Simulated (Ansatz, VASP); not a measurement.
# In7O in VASP and in Ansatz

```
In O
1.0
     4.51773    2.60831    2.81645
    -4.51773    2.60831    2.81645
     0.00000   -5.21663    2.81645
In O
7 1
Direct
  0.94213 0.37684 0.21163
  0.37684 0.21163 0.94213
  0.78837 0.05787 0.62316
  0.62316 0.78837 0.05787
  0.05787 0.62316 0.78837
  0.21163 0.94213 0.37684
  0.50000 0.50000 0.50000
  0.00000 0.00000 0.00000
```

Alike in both runs: functional PBE; k mesh 6 × 6 × 6; occupations gaussian, width 0.1 eV; no spin polarisation.

Ansatz relaxed the structure, and its values are those at the end. VASP's run is a single point on that final structure, the one shown.

|  | VASP | Ansatz |
| --- | --- | --- |
| version | VASP 6.6.1 | Ansatz 0.2.0 |
| potentials or method | VASP PAW PBE potentials, release 64 (In_d, O), cutoff 600 eV | scalar-relativistic, plane waves, PAW |
| valence electrons in the cell | 97 | 97 |

Ansatz gave:

```
gap on the k mesh at the Fermi level (eV) : none
pressure (GPa)                            : 0.0
rms of the force components (eV/Å)        : 0.001
```

Question: Estimate VASP's values.

Answer: gap on the k mesh at the Fermi level (eV): none; pressure (GPa): 0.0; rms of the force components (eV/Å): 0.005.

A gap of «none» marks a metal or a gap that the smearing closes.
